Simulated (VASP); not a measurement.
A run of VASP 6.6.1 is set up as follows.

Contents of POSCAR:

```
Hf
1.0
   -1.7511267995      1.7511267995      1.7511267995
    1.7511267995     -1.7511267995      1.7511267995
    1.7511267995      1.7511267995     -1.7511267995
Hf
1
Direct
    0.0000000000      0.0000000000      0.0000000000
```

INCAR.step1

```
ALGO = Normal
EDIFF = 1E-4
ENCUT = 520
GGA = PE
ISMEAR = 0
LASPH = True
LCHARG = False
LREAL = False
LWAVE = True
NBANDS = 11
NELM = 60
PREC = Accurate
SIGMA = 0.1
```

Contents of INCAR.step2:

```
ALGO = Normal
EDIFF = 1E-7
ENCUT = 520
ISIF = 2
ISMEAR = 0
ISTART = 1
LASPH = True
LCHARG = False
LMIXTAU = True
LREAL = False
LWAVE = False
METAGGA = R2SCAN
NBANDS = 11
NELM = 60
PREC = Accurate
SIGMA = 0.1
```

Contents of KPOINTS:

```
k-points
0
Gamma
  16 16 16
```

Potentials or basis: VASP PAW PBE potentials, release 64 (Hf_pv).

Launch:

```console
$ cat potpaw_PBE.64/Hf_pv/POTCAR > POTCAR
$ cp INCAR.step1 INCAR
$ mpirun -np 1 vasp_std > vasp.out
$ cp INCAR.step2 INCAR
$ mpirun -np 1 vasp_std > vasp.out
```

Q: What does it give for the pressure?

A: 2.8 GPa.

Q: Predict the band gap on the k mesh.

A: Zero (bands 5 and 6 overlap by 2.59 eV).

Caveat: the PAW data sets were made with another functional, which shifts forces and pressure a little; spin-orbit coupling is left out, which moves the levels of the heavy elements.
